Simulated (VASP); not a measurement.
# SiC in VASP: relaxation of the atoms with PBE

Aim: the relaxation of the atoms of SiC with PBE.

Program: VASP 6.6.1. These are calculated values, not measurements. Logs are shortened: lines on timing, memory, paths and dates and some standing lists are left out, and cuts for length are marked.

## Step 1: The cell of the first run

The cell holds a slab with vacuum, 8 atoms: a = 3.097 Å, b = 4.380 Å, c = 20.645 Å, α = 90.00°, β = 90.00°, γ = 90.00°.

## Step 2: Relaxation of the atoms, PBE

Contents of INCAR:

```
PREC     = Accurate       # precision mode
ENCUT    = 520            # plane-wave cutoff, eV
EDIFF    = 1E-6           # SCF threshold, eV
ISMEAR   = -1             # smearing method
SIGMA    = 0.02           # smearing width, eV
LREAL    = False          # projectors in reciprocal space
LASPH    = True           # aspherical terms in the spheres
NELM     = 80             # most SCF steps
ALGO     = Normal         # electronic algorithm
ISIF     = 2              # what is computed and relaxed
LWAVE    = False          # write WAVECAR
LCHARG   = False          # write CHGCAR
LDIPOL   = True         
IDIPOL   = 3            
DIPOL    = 0.5 0.5 0.500
GGA      = PE             # functional
IBRION   = 2              # ionic algorithm
NSW      = 60             # ionic steps
EDIFFG   = -0.01          # ionic threshold
```

Contents of KPOINTS:

```
regular mesh
0
Gamma
  8 6 1
```

Contents of POSCAR:

```
SiC
1.0
    3.0969261082      0.0000000000      0.0000000000
    0.0000000000      4.3797149038      0.0000000000
    0.0000000000      0.0000000000     20.6454000000
Si C
4 4
Direct
    0.0000000000      0.8750000000      0.3874957821
    0.5000000000      0.3750000000      0.4624985937
    0.0000000000      0.8750000000      0.5375014058
    0.5000000000      0.3750000000      0.6125042179
    0.5000000000      0.6250000000      0.3874957821
    0.0000000000      0.1250000000      0.4624985937
    0.5000000000      0.6250000000      0.5375014058
    0.0000000000      0.1250000000      0.6125042179
```

Potentials or basis: VASP PAW PBE potentials, release 64 (Si, C).

On the command line:

```console
$ cat potpaw_PBE.64/Si/POTCAR potpaw_PBE.64/C/POTCAR > POTCAR
$ mpirun -np 1 vasp_std > vasp.out
```

OUTCAR:

```text
PREC = Accurate
   ENCUT = 520
   EDIFF = 1E-6
   ISMEAR = -1
   LREAL = False
   LASPH = True
   NELM = 80
   ISIF = 2
   GGA = PE
   IBRION = 2
   NSW = 60
   EDIFFG = -0.01

 ion  position               nearest neighbor table
   1  0.000  0.875  0.387-   6 1.90   5 1.90   5 1.90   3 3.10   2 3.10   2 3.10   2 3.10   2 3.10

   2  0.500  0.375  0.462-   5 1.90   6 1.90   6 1.90   7 1.90   1 3.10   1 3.10   1 3.10   1 3.10
                             3 3.10   3 3.10   3 3.10   3 3.10   4 3.10
   3  0.000  0.875  0.538-   7 1.90   7 1.90   8 1.90   6 1.90   1 3.10   2 3.10   2 3.10   4 3.10
                             2 3.10   4 3.10   4 3.10   2 3.10   4 3.10
   4  0.500  0.375  0.613-   8 1.90   8 1.90   7 1.90   3 3.10   3 3.10   3 3.10   3 3.10   2 3.10

   5  0.500  0.625  0.387-   2 1.90   1 1.90   1 1.90
   6  0.000  0.125  0.462-   1 1.90   2 1.90   2 1.90   3 1.90
   7  0.500  0.625  0.538-   3 1.90   3 1.90   4 1.90   2 1.90
   8  0.000  0.125  0.613-   4 1.90   4 1.90   3 1.90

  LATTYP: Found a simple orthorhombic cell.
 ALAT       =     3.0969261082
 B/A-ratio  =     1.4142135623
 C/A-ratio  =     6.6664167238

  Lattice vectors:

 A1 = (   3.0969261082,   0.0000000000,   0.0000000000)
 A2 = (   0.0000000000,   4.3797149038,   0.0000000000)
 A3 = (   0.0000000000,   0.0000000000,  20.6454000000)

Analysis of symmetry for initial positions (statically):
=====================================================================
 Subroutine PRICEL returns:
 Original cell was already a primitive cell.

 Routine SETGRP: Setting up the symmetry group for a
 simple orthorhombic supercell.

 Subroutine GETGRP returns: Found  4 space group operations
 (whereof  2 operations were pure point group operations)
 out of a pool of  8 trial point group operations.

The static configuration has the point symmetry C_1h.
 The point group associated with its full space group is C_2v.

Analysis of symmetry for dynamics (positions and initial velocities):
=====================================================================
 Subroutine PRICEL returns:
 Original cell was already a primitive cell.

 Routine SETGRP: Setting up the symmetry group for a
 simple orthorhombic supercell.

 Subroutine GETGRP returns: Found  4 space group operations
 (whereof  2 operations were pure point group operations)
 out of a pool of  8 trial point group operations.

The dynamic configuration has the point symmetry C_1h.
 The point group associated with its full space group is C_2v.

 Subroutine INISYM returns: Found  4 space group operations
 (whereof  2 operations are pure point group operations),
 and found     1 'primitive' translations

----------------------------------------------------------------------------------------

                                     Primitive cell

  volume of cell :     280.0271

  direct lattice vectors                    reciprocal lattice vectors
     3.096926108  0.000000000  0.000000000     0.322900827  0.000000000  0.000000000
     0.000000000  4.379714904  0.000000000     0.000000000  0.228325364  0.000000000
     0.000000000  0.000000000 20.645400000     0.000000000  0.000000000  0.048436940

  length of vectors
     3.096926108  4.379714904 20.645400000     0.322900827  0.228325364  0.048436940

  position of ions in fractional coordinates (direct lattice)
     0.000000000  0.875000000  0.387495782
     0.500000000  0.375000000  0.462498594
     0.000000000  0.875000000  0.537501406
     0.500000000  0.375000000  0.612504218
     0.500000000  0.625000000  0.387495782
     0.000000000  0.125000000  0.462498594
     0.500000000  0.625000000  0.537501406
     0.000000000  0.125000000  0.612504218

  ion indices of the primitive-cell ions
   primitive index   ion index
                 1           1
                 2           2
                 3           3
                 4           4
                 5           5
                 6           6
                 7           7
                 8           8

----------------------------------------------------------------------------------------

 KPOINTS: regular mesh

Automatic generation of k-mesh.
 Grid dimensions read from file:
 generate k-points for:    8    6    1

 Generating k-lattice:

  Cartesian coordinates                     Fractional coordinates (reciprocal lattice)
     0.040362603  0.000000000  0.000000000     0.125000000  0.000000000  0.000000000
     0.000000000  0.038054227  0.000000000     0.000000000  0.166666667  0.000000000
     0.000000000  0.000000000  0.048436940     0.000000000  0.000000000  1.000000000

  Length of vectors
     0.040362603  0.038054227  0.048436940

  Shift w.r.t. Gamma in fractional coordinates (k-lattice)
     0.000000000  0.000000000  0.000000000

 Subroutine IBZKPT returns following result:
 ===========================================

 Found     20 irreducible k-points:

 Following reciprocal coordinates:
            Coordinates               Weight
  0.000000  0.000000  0.000000      1.000000
  0.125000  0.000000  0.000000      2.000000
  0.250000  0.000000  0.000000      2.000000
  0.375000  0.000000  0.000000      2.000000
  0.500000  0.000000  0.000000      1.000000
  0.000000  0.166667  0.000000      2.000000
[... 12 lines left out ...]
  0.375000  0.500000  0.000000      2.000000
  0.500000  0.500000  0.000000      1.000000
   k-points           NKPTS =     20   k-points in BZ     NKDIM =     20   number of bands    NBANDS=     21
   number of dos      NEDOS =    301   number of ions     NIONS =      8
   total plane-waves  NPLWV = 138240
   dimension x,y,z NGX =    24 NGY =   36 NGZ =  160
   dimension x,y,z NGXF=    48 NGYF=   72 NGZF=  320
   ions per type =               4   4
   NGX,Y,Z   is equivalent  to a cutoff of  12.88, 13.66, 12.88 a.u.
   NGXF,Y,Z  is equivalent  to a cutoff of  25.77, 27.33, 25.77 a.u.
 SYSTEM =  unknown system
   PREC   = accura    normal or accurate (medium, high low for compatibility)
   ISTART =      0    job   : 0-new  1-cont  2-samecut
   ICHARG =      2    charge: 1-file 2-atom 10-const
   ISPIN  =      1    spin polarized calculation?
   LNONCOLLINEAR =      F non collinear calculations
   LSORBIT =      F    spin-orbit coupling
   LASPH  =      T    aspherical Exc in radial PAW
   ENCUT  =  520.0 eV  38.22 Ry    6.18 a.u.   5.76  8.14 38.39*2*pi/ulx,y,z
   NELM   =     80;   NELMIN=  2; NELMDL= -5     # of ELM steps
   EDIFF  = 0.1E-05   stopping-criterion for ELM
   LREAL  =      F    real-space projection
   EDIFFG = -.1E-01   stopping-criterion for IOM
   NSW    =     60    number of steps for IOM
   IBRION =      2    ionic relax: 0-MD 1-quasi-New 2-CG
   NFREE  =      1    steps in history (QN), initial steepest desc. (CG)
   ISIF   =      2    stress and relaxation
   ISYM   =      2    0-nonsym 1-usesym 2-fastsym
   POTIM  = 0.5000    time-step for ionic-motion
   TEBEG  =    0.0;   TEEND  =   0.0 temperature during run
   PSTRESS=    0.0 pullay stress
   NELECT =      32.0000    total number of electrons
   NUPDOWN=      -1.0000    fix difference up-down
   EMIN   =  10.00;   EMAX   =-10.00  energy-range for DOS
   EFERMI =   0.00;   METHOD = LEGACY
   ISMEAR =    -1;   SIGMA  =   0.02  broadening in eV -4-tet -1-fermi 0-gaus
   EFERMI_NEDOS =   21; number of points for ismear=-14 and -15
   IALGO  =     38    algorithm
   IMIX   =      4    mixing-type and parameters
     AMIX     =   0.40;   BMIX     =  1.00
     AMIX_MAG =   1.60;   BMIX_MAG =  1.00
  volume/ion in A,a.u.               =      35.00       236.21
  Fermi-wavevector in a.u.,A,eV,Ry     =   0.794435  1.501264  8.586996  0.631126
  Thomas-Fermi vector in A             =   1.900566
   LORBIT       =      0    0 simple, 1 ext, 2 COOP (PROOUT), +10 PAW based schemes
   GGA     = PE    functional components
   LHFCALC =     F    Hartree Fock is set to
   AEXX    =    0.0000 exact exchange contribution
   IVDW    =     0    specifies the selected vdW correction
   LEPSILON=     F    determine dielectric tensor
   LRPA    =     F    only Hartree local field effects (RPA)
 conjugate gradient relaxation of ions
 non-spin polarized calculation
  energy-cutoff  :      520.00
  volume of cell :      280.03
 maximum number of plane-waves:      7572
 NGX is ok and might be reduce to    24
   NGX = 11   NGY = 17   NGZ = 77

--------------------------------------- Ionic step        1  -------------------------------------------

 number of electron      31.9999995 magnetization

 Free energy of the ion-electron system (eV)
  ---------------------------------------------------
  ext. energy  EPLUGINS =         0.00000000
  ---------------------------------------------------
  free energy    TOTEN  =       -54.08506561 eV

  energy without entropy =      -54.08506207  energy(sigma->0) =      -54.08506384

------------------------ aborting loop because EDIFF is reached ----------------------------------------

  FORCE on cell =-STRESS in cart. coord.  units (eV):
  Direction    XX          YY          ZZ          XY          YZ          ZX
  --------------------------------------------------------------------------------------
  -------------------------------------------------------------------------------------
  Total       -2.6878230     -6.5195330     -3.7734521      0.0000000      0.0000000      0.0000000
  in kB      -15.3784039    -37.3015679    -21.5898407      0.0000000      0.0000000      0.0000000
  external PRESSURE =     -24.7566041 kB  Pullay stress =       0.0000000 kB
[... 107 lines left out ...]
  FREE ENERGIE OF THE ION-ELECTRON SYSTEM (eV)
  ---------------------------------------------------
  free  energy   TOTEN  =       -55.0881627998 eV

  energy  without entropy=      -55.0881627950  energy(sigma->0) =      -55.08816280

[... ionic steps 4 to 12 ...]

--------------------------------------- Ionic step       13  -------------------------------------------

 number of electron      31.9999997 magnetization

------------------------ aborting loop because EDIFF is reached ----------------------------------------

  FORCE on cell =-STRESS in cart. coord.  units (eV):
  Direction    XX          YY          ZZ          XY          YZ          ZX
  --------------------------------------------------------------------------------------
  -------------------------------------------------------------------------------------
  Total        1.4226618      2.3114857     -0.0744491      0.0000000      0.0000000      0.0000000
  in kB        8.1397723     13.2251865     -0.4259611      0.0000000      0.0000000      0.0000000
  external PRESSURE =       6.9796659 kB  Pullay stress =       0.0000000 kB
[... 69 lines left out ...]
  energy  without entropy=      -55.4066681053  energy(sigma->0) =      -55.40666811

--------------------------------------- Ionic step       15  -------------------------------------------

 number of electron      31.9999997 magnetization

 dipolmoment           0.000000      0.000000      0.000000 electrons x Angstroem

 Free energy of the ion-electron system (eV)
  ---------------------------------------------------
  ext. energy  EPLUGINS =         0.00000000
  ---------------------------------------------------
  free energy    TOTEN  =       -55.40666854 eV

  energy without entropy =      -55.40666854  energy(sigma->0) =      -55.40666854

 E-fermi :  -1.0747     XC(G=0):  -4.1623

 val. band max:       -1.4998099821   @ k =   0.3750   0.5000   0.0000
 cond. band min:      -0.6738176683   @ k =   0.5000   0.0000   0.0000
 fundamental gap:      0.8259923139
 Fermi energy:        -1.0746665159

 k-point     1 :       0.0000    0.0000    0.0000
  band No.  band energies     occupation
      1     -16.7664      2.00000
      2     -15.1428      2.00000
      3     -12.7313      2.00000
      4     -12.1206      2.00000
      5      -9.2803      2.00000
      6      -7.9467      2.00000
[... 469 lines left out ...]
     20       3.7532      0.00000
     21       4.9710      0.00000

------------------------ aborting loop because EDIFF is reached ----------------------------------------

 vacuum level on the upper side and lower side of the slab       (xc-potential included)        -0.010        -0.010

  FORCE on cell =-STRESS in cart. coord.  units (eV):
  Direction    XX          YY          ZZ          XY          YZ          ZX
  --------------------------------------------------------------------------------------
  -------------------------------------------------------------------------------------
  Total        1.4328280      2.3533633     -0.0328309      0.0000000      0.0000000      0.0000000
  in kB        8.1979387     13.4647894     -0.1878422      0.0000000      0.0000000      0.0000000
  external PRESSURE =       7.1582953 kB  Pullay stress =       0.0000000 kB

 VOLUME and BASIS-vectors are now :
 -----------------------------------------------------------------------------
  energy-cutoff  :      520.00
  volume of cell :      280.03
      direct lattice vectors                 reciprocal lattice vectors
     3.096926108  0.000000000  0.000000000     0.322900827  0.000000000  0.000000000
     0.000000000  4.379714904  0.000000000     0.000000000  0.228325364  0.000000000
     0.000000000  0.000000000 20.645400000     0.000000000  0.000000000  0.048436940
[... 14 lines left out ...]
  FREE ENERGIE OF THE ION-ELECTRON SYSTEM (eV)
  ---------------------------------------------------
  free  energy   TOTEN  =       -55.4066685403 eV

  energy  without entropy=      -55.4066685402  energy(sigma->0) =      -55.40666854

 reached required accuracy - stopping structural energy minimisation

 vacuum level on the upper side and lower side of the slab         4.137         4.137
```

Run time: 20 min. Hardware: 1 thread of Oxide Virtual Turin-like, shared host; peak memory 0.4 GiB.

What came out:

| Quantity | Value |
| --- | --- |
| Free energy | -55.4067 eV |
| Energy gained by relaxing | 165.2 meV/atom |
| Ionic steps | 15 |
| Largest force after relaxing | 0.009 eV/Å |
| Band gap on the k mesh | 0.83 eV (least direct gap 1.25 eV) |

Forces on the atoms (eV/Å):
```
Si   0.000 -0.001  0.000
Si   0.000 -0.004  0.008
Si   0.000 -0.004 -0.008
Si   0.000 -0.001  0.000
C    0.000 -0.004 -0.002
C    0.000  0.009  0.001
C    0.000  0.009 -0.001
C    0.000 -0.004  0.002
```

Step by step:
| step | energy change (eV) | largest force (eV/Å) | pressure (GPa) |
| --- | --- | --- | --- |
| 1 | 0.0000 | 3.2143 | -2.48 |
| 2 | -0.9691 | 1.6406 | -1.00 |
| 3 | -1.0031 | 1.6408 | -0.60 |
| 4 | -1.2553 | 0.7518 | 0.04 |
| 5 | -1.2560 | 0.8259 | 0.08 |
| 6 | -1.3054 | 0.2840 | 0.22 |
| 7 | -1.3054 | 0.2916 | 0.22 |
| 8 | -1.3163 | 0.1437 | 0.34 |
| 9 | -1.3176 | 0.1357 | 0.40 |
| 10 | -1.3203 | 0.1009 | 0.53 |
| 11 | -1.3209 | 0.0936 | 0.62 |
| 12 | -1.3211 | 0.0881 | 0.77 |
| 13 | -1.3216 | 0.0198 | 0.70 |
| 14 | -1.3216 | 0.0104 | 0.72 |
| 15 | -1.3216 | 0.0088 | 0.72 |

Final structure:
```
CELL_PARAMETERS angstrom
3.09693 0.00000 0.00000
0.00000 4.37971 0.00000
0.00000 0.00000 20.64540
ATOMIC_POSITIONS crystal
Si 0.00000 0.83627 0.40040
Si 0.50000 0.38234 0.45862
Si 0.00000 0.88234 0.54138
Si 0.50000 0.33627 0.59960
C 0.50000 0.64165 0.38791
C 0.00000 0.13973 0.46196
C 0.50000 0.63973 0.53804
C 0.00000 0.14165 0.61209
```
